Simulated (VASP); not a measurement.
Input of a VASP 6.6.1 run:

Contents of INCAR:

```
SYSTEM = YAl2N3
PREC = Accurate
ENCUT = 520
EDIFF = 1E-6
ISMEAR = 0
SIGMA = 0.1
LREAL = .False.
LASPH = .True.
NELM = 150
ALGO = Normal
ISIF = 2
LWAVE = .False.
LCHARG = .False.
ISPIN = 2
MAGMOM = 0 0 0 1 1 1
LORBIT = 11
LMAXMIX = 4
GGA = PE
NBANDS = 29
```

Contents of KPOINTS:

```
regular mesh
0
Gamma
  6 6 6
  0 0 0
```

Contents of POSCAR:

```
YAl2N3
1.0
    2.6174214100      1.5111689600      3.7456416800
   -2.6174214100      1.5111689600      3.7456416800
    0.0000000000     -3.0223379100      3.7456416800
Y Al N
1 2 3
Direct
    0.5000000000      0.5000000000      0.5000000000
    0.8027027100      0.8027027100      0.8027027100
    0.1972972900      0.1972972900      0.1972972900
    0.5000000000      0.5000000000      0.0000000000
    0.0000000000      0.5000000000      0.5000000000
    0.5000000000      0.0000000000      0.5000000000
```

Potentials or basis: VASP PAW PBE potentials, release 64 (Y_sv, Al, N).

Command:

```console
$ cat potpaw_PBE.64/Y_sv/POTCAR potpaw_PBE.64/Al/POTCAR potpaw_PBE.64/N/POTCAR > POTCAR
$ mpirun -np 1 vasp_std > vasp.out
```

(1) Estimate the pressure.

(2) Predict the band gap on the k mesh.

Results:

(1) -5.8 GPa.

(2) zero (filled and empty bands overlap).

Caveat: the stress differs along the axes, from -22 to 2 GPa; forces of over 1 eV/Å act on the atoms, so gaps and moduli don't describe the material at rest.
